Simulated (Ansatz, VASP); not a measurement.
Cu3Re in VASP and in Ansatz

Contents of INCAR:

```
PREC     = Accurate       # precision mode
ENCUT    = 520            # plane-wave cutoff, eV
EDIFF    = 1E-6           # SCF threshold, eV
ISMEAR   = 0              # smearing method
SIGMA    = 0.1            # smearing width, eV
LREAL    = F              # projectors in reciprocal space
LASPH    = T              # aspherical terms in the spheres
NELM     = 100            # most SCF steps
ALGO     = Fast           # electronic algorithm
ISIF     = 2              # what is computed and relaxed
LWAVE    = F              # write WAVECAR
LCHARG   = F              # write CHGCAR
GGA      = PE             # functional
NBANDS   = 28             # bands
```

The input KPOINTS:

```
Automatic mesh
0
Gamma
  6 6 4
```

The input POSCAR:

```
Cu3Re
1.0
    3.4816016800      0.0000000000      0.0000000000
    0.0000000000      3.4816016800      0.0000000000
    0.0000000000      0.0000000000      4.8650865200
Cu Re
3 1
Direct
    0.5000000000      0.5000000000      0.2441786800
    0.5000000000      0.5000000000      0.7558213200
    0.0000000000      0.0000000000      0.0000000000
    0.0000000000      0.0000000000      0.5000000000
```

Input for Ansatz:

```yaml
crystal:
  lattice:
    - [3.48160168, 0.0, 0.0]
    - [0.0, 3.48160168, 0.0]
    - [0.0, 0.0, 4.86508652]
  atoms:
    - { symbol: Cu, position: [0.5, 0.5, 0.24417868] }
    - { symbol: Cu, position: [0.5, 0.5, 0.75582132] }
    - { symbol: Cu, position: [0.0, 0.0, 0.0] }
    - { symbol: Re, position: [0.0, 0.0, 0.5] }
basis:
  ecutwfc: 420
kpoints:
  mp_grid: { grid: [6, 6, 4] }
hamiltonian:
  xc: pbe
scf:
  occupations: { method: gaussian, width: 0.1 }
  lower_state_search: "off"
output:
  forces: true
  stress: true
  eigenvalues: true
```

Alike in both runs: task single point; functional PBE; k mesh 6 × 6 × 4; occupations gaussian, width 0.1 eV; no spin polarisation.

|  | VASP | Ansatz |
| --- | --- | --- |
| version | VASP 6.6.1 | Ansatz 0.2.0 |
| potentials or method | VASP PAW PBE potentials, release 64 (Cu, Re), cutoff 520 eV | scalar-relativistic, plane waves, PAW |
| valence electrons in the cell | 40 | 72 |

```tsv
	VASP	Ansatz	Ansatz less VASP
gap on the k mesh at the Fermi level (eV)	none	none	-
pressure (GPa)	-11.8	-12.1	-0.30
traceless stress, the component that is largest in VASP (GPa)	22.33	22.54	+0.201
rms of the force components (eV/Å)	0.264	0.262	-0.0023
```

Atom by atom the forces differ by 0.002 eV/Å (rms over components). A gap of «none» marks a metal or a gap that the smearing closes. With one functional, cell and mesh, what is left measures potentials, basis and numerics. VASP's potentials hold 40 valence electrons a cell and Ansatz's 72, so a difference there can come from the potentials and not from the codes.

Spin-orbit coupling is off throughout.
